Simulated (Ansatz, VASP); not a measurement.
One calculation of In, two programs

```
CELL_PARAMETERS angstrom
3.44210 0.00000 0.00000
0.00000 3.44210 0.00000
0.00000 0.00000 4.63271
ATOMIC_POSITIONS crystal
In 0.00000 0.50000 0.74990
In 0.50000 0.00000 0.25010
```

Alike in both runs: functional PBE; k mesh 6 × 6 × 4; occupations gaussian, width 0.1 eV; no spin polarisation.

Ansatz relaxed the structure, and its values are those at the end. VASP's run is a single point on that final structure, the one shown.

```csv
,VASP,Ansatz
version,VASP 6.6.1,Ansatz 0.2.0
potentials or method,"VASP PAW PBE potentials, release 64 (In_d), cutoff 520 eV","scalar-relativistic, plane waves, PAW"
valence electrons in the cell,26,26
```

|  | VASP | Ansatz | Ansatz less VASP |
| --- | --- | --- | --- |
| gap on the k mesh at the Fermi level (eV) | none | none | - |
| pressure (GPa) | -0.1 | 0.0 | +0.03 |

A gap of «none» marks a metal or a gap that the smearing closes.
